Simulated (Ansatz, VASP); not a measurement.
## HfSi2B2 in VASP and in Ansatz

```
Hf Si B
1.0
     5.56298    0.00000    0.00000
     0.00000    5.56298    0.00000
     0.00000    0.00000    5.56298
Hf Si B
2 4 4
Direct
  0.00000 0.00000 0.00000
  0.50000 0.50000 0.50000
  0.75000 0.75000 0.75000
  0.25000 0.25000 0.75000
  0.25000 0.75000 0.25000
  0.75000 0.25000 0.25000
  0.25000 0.25000 0.25000
  0.75000 0.75000 0.25000
  0.75000 0.25000 0.75000
  0.25000 0.75000 0.75000
```

Alike in both runs: functional PBE; k mesh 8 × 8 × 8; occupations gaussian, width 0.1 eV; no spin polarisation.

Ansatz relaxed the structure, and its values are those at the end. VASP's run is a single point on that final structure, the one shown.

|  | VASP | Ansatz |
| --- | --- | --- |
| version | VASP 6.6.1 | Ansatz 0.2.0 |
| potentials or method | VASP PAW PBE potentials, release 64 (Hf_pv, Si, B), cutoff 520 eV | scalar-relativistic, plane waves, PAW |
| valence electrons in the cell | 48 | 80 |

```csv
,VASP,Ansatz,Ansatz less VASP
gap on the k mesh at the Fermi level (eV),none,none,-
pressure (GPa),0.8,0.0,-0.78
```

A gap of «none» marks a metal or a gap that the smearing closes. With one functional, cell and mesh, what is left measures potentials, basis and numerics. VASP's potentials hold 48 valence electrons a cell and Ansatz's 80, so a difference there can come from the potentials and not from the codes.

Neither program's run includes spin-orbit coupling.
